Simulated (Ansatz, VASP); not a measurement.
**Two plane-wave programs on Cu**

```
Cu
1.0
    -1.51313    1.51313    1.51313
     1.51313   -1.51313    1.51313
     1.51313    1.51313   -1.51313
Cu
1
Direct
  0.00000 0.00000 0.00000
```

Alike in both runs: task relaxation of cell and atoms; functional PBEsol; k mesh 10 × 10 × 10; occupations gaussian, width 0.1 eV; no spin polarisation.

|  | VASP | Ansatz |
| --- | --- | --- |
| version | VASP 6.6.1 | Ansatz 0.2.0 |
| potentials or method | VASP PAW PBE potentials, release 64 (Cu), cutoff 600 eV | scalar-relativistic, plane waves, PAW |
| valence electrons in the cell | 11 | 19 |

|  | VASP | Ansatz | Ansatz less VASP |
| --- | --- | --- | --- |
| gap on the k mesh at the Fermi level, each at its own relaxed structure (eV) | none | none | - |
| relaxed volume (Å³/atom) | 11.40 | 11.35 | -0.050 |
| relaxed cell length with the largest relative difference (Å) | 2.455 | 2.452 | -0.0036 |

VASP's potentials were made for PBE, not for PBEsol. A gap of «none» marks a metal or a gap that the smearing closes. VASP's potentials hold 11 valence electrons a cell and Ansatz's 19, so a difference there can come from the potentials and not from the codes.

Noted on VASP's run: the volume moved by over 15 % at a fixed basis, so the end points are rough.
